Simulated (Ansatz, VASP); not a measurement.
**One calculation of Hf3Ta2F, two programs**

```
CELL_PARAMETERS angstrom
2.99574 0.00000 0.00000
0.00000 2.99574 0.00000
0.00000 0.00000 12.62065
ATOMIC_POSITIONS crystal
Hf 0.50000 0.50000 0.15000
Hf 0.50000 0.50000 0.50000
Hf 0.50000 0.50000 0.85000
Ta 0.00000 0.00000 0.31713
Ta 0.00000 0.00000 0.68287
F 0.00000 0.00000 0.00000
```

Alike in both runs: task single point; functional PBE; k mesh 12 × 12 × 4; occupations gaussian, width 0.1 eV; no spin polarisation.

```csv
,VASP,Ansatz
version,VASP 6.6.1,Ansatz 0.2.0
potentials or method,"VASP PAW PBE potentials, release 64 (Hf_pv, Ta_pv, F), cutoff 520 eV","scalar-relativistic, plane waves, PAW"
valence electrons in the cell,59,111
```

```csv
,VASP,Ansatz,Ansatz less VASP
gap on the k mesh at the Fermi level (eV),none,none,-
pressure (GPa),-0.5,0.0,+0.52
"traceless stress, the component that is largest in VASP (GPa)",-0.11,-0.02,+0.088
rms of the force components (eV/Å),0.010,0.000,-0.0097
```

Atom by atom the forces differ by 0.011 eV/Å (rms over components). A gap of «none» marks a metal or a gap that the smearing closes. VASP's potentials hold 59 valence electrons a cell and Ansatz's 111, so a difference there can come from the potentials and not from the codes.

Spin-orbit coupling is off throughout.
